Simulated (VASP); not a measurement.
# MoS (P6_3/mmc) in VASP: notebook, part 2 of 2

VASP 6.6.1. The steps go on from the part before.

## 3. Single point, PBEsol, collinear spin

INCAR reads:

```
SYSTEM = MoS
  PREC = Accurate
  ENCUT = 500
  EDIFF = 1E-6
  ISMEAR = 0
  SIGMA = 0.1
  LREAL = .FALSE.
  LASPH = .TRUE.
  NELM = 200
  ALGO = Normal
  ISIF = 2
  LWAVE = .FALSE.
  LCHARG = .FALSE.
  ISPIN = 2
  MAGMOM = 2 -2 0 0
  LORBIT = 11
  LMAXMIX = 4
  GGA = PS
  NBANDS = 32
  GGA_COMPAT = .FALSE.
  KPAR = 4
```

KPOINTS reads:

```
Automatic mesh
0
G
  18 18 8
  0 0 0
```

POSCAR reads:

```
MoS
1.0
    3.1903878422      0.0000000000      0.0000000000
   -1.5951939211      2.7629569193      0.0000000000
    0.0000000000      0.0000000000      6.4037196636
Mo S
2 2
Direct
    0.0000000000      0.0000000000      0.0000000000
    0.0000000000      0.0000000000      0.5000000000
    0.3333333333      0.6666666667      0.2500000000
    0.6666666667      0.3333333333      0.7500000000
```

Potentials or basis: VASP PAW PBE potentials, release 64 (Mo_sv, S).

Launch:

```
$ cat potpaw_PBE.64/Mo_sv/POTCAR potpaw_PBE.64/S/POTCAR > POTCAR
$ mpirun -np 4 vasp_std > vasp.out
```

OUTCAR:

```text
SYSTEM = MoS
   PREC = Accurate
   ENCUT = 500
   EDIFF = 1E-6
   ISMEAR = 0
   LREAL = .FALSE.
   LASPH = .TRUE.
   NELM = 200
   ISIF = 2
   ISPIN = 2
   LORBIT = 11
   GGA = PS

 ion  position               nearest neighbor table
   1  0.000  0.000  0.000-   3 2.44   4 2.44   4 2.44   3 2.44   4 2.44   3 2.44   2 3.20   2 3.20

   2  0.000  0.000  0.500-   3 2.44   4 2.44   4 2.44   3 2.44   4 2.44   3 2.44   1 3.20   1 3.20

   3  0.333  0.667  0.250-   1 2.44   2 2.44   1 2.44   2 2.44   1 2.44   2 2.44
   4  0.667  0.333  0.750-   1 2.44   2 2.44   1 2.44   2 2.44   1 2.44   2 2.44

  LATTYP: Found a hexagonal cell.
 ALAT       =     3.1903878422
 C/A-ratio  =     2.0071915956

  Lattice vectors:

 A1 = (   3.1903878422,   0.0000000000,   0.0000000000)
 A2 = (  -1.5951939211,   2.7629569193,   0.0000000000)
 A3 = (   0.0000000000,   0.0000000000,   6.4037196636)

Analysis of symmetry for initial positions (statically):
=====================================================================
 Subroutine PRICEL returns:
 Original cell was already a primitive cell.

 Routine SETGRP: Setting up the symmetry group for a
 hexagonal supercell.

 Subroutine GETGRP returns: Found 24 space group operations
 (whereof 12 operations were pure point group operations)
 out of a pool of 24 trial point group operations.

The static configuration has the point symmetry D_3d.
 The point group associated with its full space group is D_6h.

Analysis of symmetry for dynamics (positions and initial velocities):
=====================================================================
 Subroutine PRICEL returns:
 Original cell was already a primitive cell.

 Routine SETGRP: Setting up the symmetry group for a
 hexagonal supercell.

 Subroutine GETGRP returns: Found 24 space group operations
 (whereof 12 operations were pure point group operations)
 out of a pool of 24 trial point group operations.

The dynamic configuration has the point symmetry D_3d.
 The point group associated with its full space group is D_6h.

Analysis of structural, dynamic, and magnetic symmetry:
=====================================================================
 Subroutine PRICEL returns:
 Original cell was already a primitive cell.

 Routine SETGRP: Setting up the symmetry group for a
 hexagonal supercell.

 Subroutine GETGRP returns: Found 24 space group operations
 (whereof 12 operations were pure point group operations)
 out of a pool of 24 trial point group operations.

The overall configuration has the point symmetry D_3d.
 The point group associated with its full space group is D_6h.

 Subroutine INISYM returns: Found 24 space group operations
 (whereof 12 operations are pure point group operations),
 and found     1 'primitive' translations

----------------------------------------------------------------------------------------

                                     Primitive cell

  volume of cell :      56.4482

  direct lattice vectors                    reciprocal lattice vectors
     3.190387842  0.000000000  0.000000000     0.313441515  0.180965543  0.000000000
    -1.595193921  2.762956919  0.000000000     0.000000000  0.361931087  0.000000000
     0.000000000  0.000000000  6.403719664     0.000000000  0.000000000  0.156159241

  length of vectors
     3.190387842  3.190387842  6.403719664     0.361931087  0.361931087  0.156159241

[... 87 lines left out ...]
   NSW    =      0    number of steps for IOM
   IBRION =     -1    ionic relax: 0-MD 1-quasi-New 2-CG
   NFREE  =      0    steps in history (QN), initial steepest desc. (CG)
   ISIF   =      2    stress and relaxation
   ISYM   =      2    0-nonsym 1-usesym 2-fastsym
   POTIM  = 0.5000    time-step for ionic-motion
   TEBEG  =    0.0;   TEEND  =   0.0 temperature during run
   PSTRESS=    0.0 pullay stress
   NELECT =      40.0000    total number of electrons
   NUPDOWN=      -1.0000    fix difference up-down
   EMIN   =  10.00;   EMAX   =-10.00  energy-range for DOS
   EFERMI =   0.00;   METHOD = LEGACY
   ISMEAR =     0;   SIGMA  =   0.10  broadening in eV -4-tet -1-fermi 0-gaus
   EFERMI_NEDOS =   21; number of points for ismear=-14 and -15
   IALGO  =     38    algorithm
   IMIX   =      4    mixing-type and parameters
     AMIX     =   0.40;   BMIX     =  1.00
     AMIX_MAG =   1.60;   BMIX_MAG =  1.00
  volume/ion in A,a.u.               =      14.11        95.23
  Fermi-wavevector in a.u.,A,eV,Ry     =   1.459525  2.758102 28.983309  2.130213
  Thomas-Fermi vector in A             =   2.576082
   LORBIT       =     11    0 simple, 1 ext, 2 COOP (PROOUT), +10 PAW based schemes
   GGA     = PS    functional components
   LHFCALC =     F    Hartree Fock is set to
   AEXX    =    0.0000 exact exchange contribution
   IVDW    =     0    specifies the selected vdW correction
   LEPSILON=     F    determine dielectric tensor
   LRPA    =     F    only Hartree local field effects (RPA)
 spin polarized calculation
 Gauss-broadening in eV      SIGMA  =   0.10
  energy-cutoff  :      500.00
  volume of cell :       56.45
 maximum number of plane-waves:      1448
 NGX is ok and might be reduce to    24
   NGX = 11   NGY = 11   NGZ = 23

 number of electron      39.9999998 magnetization      -0.0000000

 number of electron      39.9999998 magnetization       0.0000000

 Free energy of the ion-electron system (eV)
  ---------------------------------------------------
  ext. energy  EPLUGINS =         0.00000000
  ---------------------------------------------------
  free energy    TOTEN  =       -34.17309906 eV

  energy without entropy =      -34.15621160  energy(sigma->0) =      -34.16465533

 E-fermi :  12.6437     XC(G=0): -12.8725

 val. band max:       12.6429562301   @ k =   0.0556   0.0000   0.1250
 cond. band min:      12.6467930530   @ k =   0.0556   0.0000   0.0000
 fundamental gap:      0.0038368229
 Fermi energy:        12.6437459741

 spin component 1

 k-point     1 :       0.0000    0.0000    0.0000
  band No.  band energies     occupation
      1     -48.9333      1.00000
      2     -48.9130      1.00000
      3     -23.4520      1.00000
      4     -23.1447      1.00000
      5     -22.8868      1.00000
      6     -22.8868      1.00000
[... 829 lines left out ...]
     31      20.8076      0.00000
     32      21.5657      0.00000

 [... further k-points ...]

 spin component 2

 k-point     1 :       0.0000    0.0000    0.0000
  band No.  band energies     occupation
      1     -48.9333      1.00000
      2     -48.9130      1.00000
      3     -23.4520      1.00000
      4     -23.1447      1.00000
      5     -22.8868      1.00000
      6     -22.8868      1.00000
[... 829 lines left out ...]
     31      20.8076      0.00000
     32      21.5657      0.00000

 [... further k-points ...]

------------------------ aborting loop because EDIFF is reached ----------------------------------------

  FORCE on cell =-STRESS in cart. coord.  units (eV):
  Direction    XX          YY          ZZ          XY          YZ          ZX
  --------------------------------------------------------------------------------------
  -------------------------------------------------------------------------------------
  Total        0.0937712      0.0937712      0.1859709     -0.0000000     -0.0000000      0.0000000
  in kB        2.6615232      2.6615232      5.2784398     -0.0000000     -0.0000000      0.0000000
  external PRESSURE =       3.5338288 kB  Pullay stress =       0.0000000 kB

 VOLUME and BASIS-vectors are now :
 -----------------------------------------------------------------------------
  energy-cutoff  :      500.00
  volume of cell :       56.45
      direct lattice vectors                 reciprocal lattice vectors
     3.190387842  0.000000000  0.000000000     0.313441515  0.180965543  0.000000000
    -1.595193921  2.762956919  0.000000000     0.000000000  0.361931087  0.000000000
     0.000000000  0.000000000  6.403719664     0.000000000  0.000000000  0.156159241

 POSITION                                       TOTAL-FORCE (eV/Angst)
 -----------------------------------------------------------------------------------
      0.00000      0.00000      0.00000        -0.000000      0.000000      0.000000
      0.00000      0.00000      3.20186        -0.000000      0.000000      0.000000
     -0.00000      1.84197      1.60093        -0.000000      0.000000      0.000000
      1.59519      0.92099      4.80279         0.000000      0.000000     -0.000000
 -----------------------------------------------------------------------------------
    total drift:                               -0.000000      0.000000      0.000000

  FREE ENERGIE OF THE ION-ELECTRON SYSTEM (eV)
  ---------------------------------------------------
  free  energy   TOTEN  =       -34.1730990642 eV

  energy  without entropy=      -34.1562115959  energy(sigma->0) =      -34.16465533

 total charge

# of ion       s       p       d       tot
------------------------------------------
    1        2.244   6.166   4.122  12.532
    2        2.244   6.166   4.122  12.532
    3        1.304   2.396   0.000   3.700
    4        1.304   2.396   0.000   3.700
--------------------------------------------------
tot          7.096  17.125   8.244  32.465

 magnetization (x)

# of ion       s       p       d       tot
------------------------------------------
    1        0.000   0.000   0.000   0.000
    2       -0.000  -0.000  -0.000  -0.000
    3        0.000   0.000   0.000   0.000
    4        0.000   0.000   0.000   0.000
--------------------------------------------------
tot          0.000   0.000   0.000   0.000
```

stdout:

```text
POSCAR found type information on POSCAR MoS
 POSCAR found :  2 types and       4 ions
 scaLAPACK will be used
 -----------------------------------------------------------------------------
|                                                                             |
|                                                                             |
|     You enforced a specific xc type in the INCAR file but a different       |
|     I HOPE YOU KNOW WHAT YOU ARE DOING!                                     |
|                                                                             |
 -----------------------------------------------------------------------------

 LDA part: xc-table for (Slater+PW92), standard interpolation
 POSCAR, INCAR and KPOINTS ok, starting setup
 FFT: planning ... GRIDC
 FFT: planning ... GRID_SOFT
 FFT: planning ... GRID
 WAVECAR not read
 entering main loop
```

It took 3.4 min on 4 MPI ranks of Intel Xeon Platinum 8375C at 2.90GHz (Ice Lake), shared host; peak memory 0.5 GiB.

Results:

- Free energy: -34.1731 eV
- Pressure: 0.4 GPa
- Band gap on the k mesh: zero (filled and empty bands overlap)
- Net moment: 0.00 μB per cell
- Valence electrons inside the program's atomic spheres: Mo 12.53; S 3.70

Stress tensor (GPa, compression positive):
```
0.27 0.00 0.00
0.00 0.27 0.00
0.00 0.00 0.53
```

Levels at points of the mesh, in eV from the Fermi level:
Spin up:
| k point | band 16 | band 17 | band 18 | band 19 | band 20 | band 21 | band 22 | band 23 | band 24 | band 25 |
| --- | --- | --- | --- | --- | --- | --- | --- | --- | --- | --- |
| (0.00, 0.00, 0.00) | -2.33 | -2.33 | -2.24 | -2.24 | -1.89 | -1.89 | 0.02 | 0.02 | 0.39 | 3.73 |
| (0.50, 0.00, 0.00) | -4.51 | -3.65 | -3.09 | -1.06 | 1.02 | 1.26 | 1.27 | 1.47 | 2.70 | 3.58 |
| (0.00, 0.00, 0.50) | -4.64 | -1.99 | -1.99 | -1.28 | -1.28 | -1.28 | -1.28 | 1.51 | 1.51 | 1.51 |
| (0.50, 0.00, 0.50) | -5.29 | -3.38 | -3.38 | 0.90 | 0.90 | 1.13 | 1.13 | 1.62 | 1.62 | 3.48 |
Spin down:
| k point | band 17 | band 18 | band 19 | band 20 | band 21 | band 22 | band 23 | band 24 |
| --- | --- | --- | --- | --- | --- | --- | --- | --- |
| (0.00, 0.00, 0.00) | -2.33 | -2.24 | -2.24 | -1.89 | -1.89 | 0.02 | 0.02 | 0.39 |
| (0.50, 0.00, 0.00) | -3.65 | -3.09 | -1.06 | 1.02 | 1.26 | 1.27 | 1.47 | 2.70 |
| (0.00, 0.00, 0.50) | -1.99 | -1.99 | -1.28 | -1.28 | -1.28 | -1.28 | 1.51 | 1.51 |
| (0.50, 0.00, 0.50) | -3.38 | -3.38 | 0.90 | 0.90 | 1.13 | 1.13 | 1.62 | 1.62 |

Caveat: the PAW data sets were made with another functional, which shifts forces and pressure a little.
